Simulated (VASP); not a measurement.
Wanted: the native input for a VASP 6.6.1 run.

```
Task                   : electric field gradients
Functional             : PBEsol
Potentials or basis    : VASP PAW PBE potentials, release 64 (Sb)
Cutoff                 : 520 eV
k mesh                 : 13 × 13 × 15
Occupations            : fermi-dirac, width 0.03 eV
Spin                   : no spin polarisation
Dipole correction      : no
Further INCAR settings : ALGO = Normal; EDIFF = 1e-08; NBANDS = 8; ISYM = 0
```

The structure of Sb lies in POSCAR:

```
Sb
1.0
   -1.4742770936      1.4742770936      2.4293735496
    1.4742770936     -1.4742770936      2.4293735496
    1.4742770936      1.4742770936     -2.4293735496
Sb
1
Direct
    0.0000000000      0.0000000000      0.0000000000
```

The input as run:

INCAR

```
PREC = Accurate
ENCUT = 520
EDIFF = 1E-8
ISMEAR = -1
SIGMA = 0.03
LREAL = F
LASPH = T
NELM = 80
ALGO = Normal
ISIF = 2
LWAVE = F
LCHARG = F
GGA = PS
LEFG = T
ISYM = 0
NBANDS = 8
```

KPOINTS

```
regular mesh
0
Gamma
  13 13 15
```

Potentials or basis: VASP PAW PBE potentials, release 64 (Sb).

The run is started by

```bash
$ cat potpaw_PBE.64/Sb/POTCAR > POTCAR
$ mpirun -np 1 vasp_std > vasp.out
```

It gave:

- Pressure: 24.7 GPa
- Band gap on the k mesh: zero (an odd number of electrons rules out a gap without spin polarisation)
- Largest electric field gradient by atom: Sb +36.8 V/Å²

Caveat: the cell stands under pressure; without QUAD_EFG the Cq values of the log hold for a quadrupole moment of 1 mb, not for the nuclei; the PAW data sets were made with another functional, which shifts forces and pressure a little; spin-orbit coupling is left out, which moves the levels of the heavy elements; an odd number of electrons without spin polarisation forces a metal; a magnetic or distorted state may lie lower.

Run time: 90 s on 1 thread of AMD EPYC 9R45 96-Core Processor (Zen 5), with other jobs on the host, peak memory 0.29 GiB.
